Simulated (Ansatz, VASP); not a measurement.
## Zn: VASP beside Ansatz

```
Zn
1.0
     0.00000    1.95159    1.95159
     1.95159    0.00000    1.95159
     1.95159    1.95159    0.00000
Zn
1
Direct
  0.00000 0.00000 0.00000
```

Alike in both runs: task single point; functional PBE0; k mesh 6 × 6 × 6; occupations fermi-dirac, width 0.05 eV; no spin polarisation.

|  | VASP | Ansatz |
| --- | --- | --- |
| version | VASP 6.6.1 | Ansatz 0.2.0 |
| potentials or method | VASP PAW PBE potentials, release 64 (Zn) | Ansatz PAW |
| plane-wave cutoff (eV) | 520 | 420 |
| valence electrons in the cell | 12 | 12 |

VASP gave:

| Quantity | Value |
| --- | --- |
| gap on the k mesh at the Fermi level (eV) | none |
| pressure (GPa) | 0.7 |

Estimate Ansatz's values.

gap on the k mesh at the Fermi level (eV): none; pressure (GPa): 0.6.

A gap of «none» marks a metal or a gap that the smearing closes.

The k mesh is coarse, so the values compare programs but aren't converged.
